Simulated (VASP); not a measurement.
Wanted: the native input for a VASP 6.6.1 run.

```
Task                   : single point
Functional             : LDA
Potentials or basis    : VASP PAW LDA potentials, release 64 (Ca_sv, B)
Cutoff                 : 520 eV
k mesh                 : 8 × 8 × 8
Occupations            : gaussian, width 0.01 eV
Spin                   : no spin polarisation
Dipole correction      : no
Further INCAR settings : ALGO = Normal; EDIFF = 1e-06; NBANDS = 23
```

The structure of CaB6 lies in POSCAR:

```
CaB6
1.0
    4.0889130407      0.0000000000      0.0000000000
    0.0000000000      4.0889130407      0.0000000000
    0.0000000000      0.0000000000      4.0889130407
Ca B
1 6
Direct
    0.5000000000      0.5000000000      0.5000000000
    0.0000000000      0.0000000000      0.2982672964
    0.0000000000      0.0000000000      0.7017327036
    0.2982672964      0.0000000000      0.0000000000
    0.7017327036      0.0000000000      0.0000000000
    0.0000000000      0.2982672964      0.0000000000
    0.0000000000      0.7017327036      0.0000000000
```

The input as run:

INCAR

```
SYSTEM = CaB6
PREC     = Accurate       ! precision mode
ENCUT    = 520            ! plane-wave cutoff, eV
EDIFF    = 1E-6           ! SCF threshold, eV
ISMEAR   = 0              ! smearing method
SIGMA    = 0.01           ! smearing width, eV
LREAL    = .False.        ! projectors in reciprocal space
LASPH    = .True.         ! aspherical terms in the spheres
NELM     = 100            ! most SCF steps
ALGO     = Normal         ! electronic algorithm
ISIF     = 2              ! what is computed and relaxed
LWAVE    = .False.        ! write WAVECAR
LCHARG   = .False.        ! write CHGCAR
GGA      = CA             ! functional
NBANDS   = 23             ! bands
```

KPOINTS

```
regular mesh
0
Gamma
  8 8 8
  0 0 0
```

Potentials or basis: VASP PAW LDA potentials, release 64 (Ca_sv, B).

Command:

```bash
$ cat potpaw_LDA.64/Ca_sv/POTCAR potpaw_LDA.64/B/POTCAR > POTCAR
$ mpirun -np 1 vasp_std > vasp.out
```

It gave:

```
Pressure               : 0.3 GPa
Largest force          : 0.022 eV/Å
Band gap on the k mesh : 0.03 eV
```

Run time: 61 s on 1 thread of AMD EPYC 7R43 64-Core Processor (Zen 3), with other jobs on the host, peak memory 0.14 GiB.
